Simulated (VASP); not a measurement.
Runs of VASP 6.6.1 on Zn. The structure is that of space group P6_3/mmc (No. 194), or close to it. The cells are those of the table. 

```tsv
task	cell	cutoff (eV)	smearing	gap on the mesh (eV)	pressure (GPa)	relaxed volume (Å³/atom)
relaxation of cell and atoms	relaxed from a = 2.596, b = 2.596, c = 4.981 Å, angles 90.0, 90.0, 120.0°, 2 atoms	600	fermi-dirac 0.15 eV	none	0.0	(a)
single point	a = 2.593, b = 2.593, c = 5.006 Å, angles 90.0, 90.0, 120.0°, 2 atoms	520	fermi-dirac 0.15 eV	none	0.5	-
relaxation of cell and atoms	relaxed from a = 2.614, b = 2.614, c = 4.873 Å, angles 90.0, 90.0, 120.0°, 2 atoms	600	gaussian 0.1 eV	none	0.0	14.59
single point	a = 2.596, b = 2.596, c = 4.981 Å, angles 90.0, 90.0, 120.0°, 2 atoms	520	gaussian 0.1 eV	none	0.5	-
```

Alike in all rows: level r2SCAN; potentials or basis VASP PAW PBE potentials, release 64 (Zn); no spin polarisation; k mesh 15 × 15 × 8.

Task: Estimate the missing entries.

Result: (a) 14.65.

Caveats: the PAW data sets were made with another functional, which shifts forces and pressure a little.

A gap of «none» marks levels without a gap at the run's occupations.
